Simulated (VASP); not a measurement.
A run of VASP 6.6.1 is set up as follows.

File INCAR:

```
SYSTEM = Tl
AGGAC = 1.0
AGGAX = 1.0
ALDAC = 0.0
ALDAX = 1.0
ALGO = Normal
EDIFF = 1E-7
EDIFFG = -0.01
ENCUT = 600
GGA = B5
IBRION = 2
ISIF = 3
ISMEAR = -1
LASPH = .TRUE.
LCHARG = .FALSE.
LREAL = .FALSE.
LWAVE = .FALSE.
NELM = 100
NSW = 80
PREC = Accurate
SIGMA = 0.1
```

The input KPOINTS:

```
k-points
0
G
  11 11 11
  0 0 0
```

Contents of POSCAR:

```
Tl
1.0
    0.0000000000      2.4112096569      2.4112096569
    2.4112096569      0.0000000000      2.4112096569
    2.4112096569      2.4112096569      0.0000000000
Tl
1
Direct
    0.0000000000      0.0000000000      0.0000000000
```

Potentials or basis: VASP PAW PBE potentials, release 64 (Tl_d).

Command:

```sh
$ cat potpaw_PBE.64/Tl_d/POTCAR > POTCAR
$ mpirun -np 1 vasp_std > vasp.out
```

Predict the relaxed cell.

a = 3.687 Å, b = 3.687 Å, c = 3.687 Å, α = 60.00°, β = 60.00°, γ = 60.00°.

Predict the relaxed volume.

35.44 Å³/atom.

Predict the space group after relaxing (to 0.05 Å).

Fm-3m (No. 225).

The path:
```csv
step,energy change (eV),largest force (eV/Å),pressure (GPa),volume (Å³)
1,0.0000,0.0000,7.99,28.04
2,-0.1404,0.0000,0.75,34.11
3,-0.1430,0.0000,-0.23,35.88
4,-0.1433,0.0000,-0.02,35.44
```

Caveat: the volume moved by over 15 % at a fixed basis, so the end points are rough; the PAW data sets were made with another functional, which shifts forces and pressure a little.
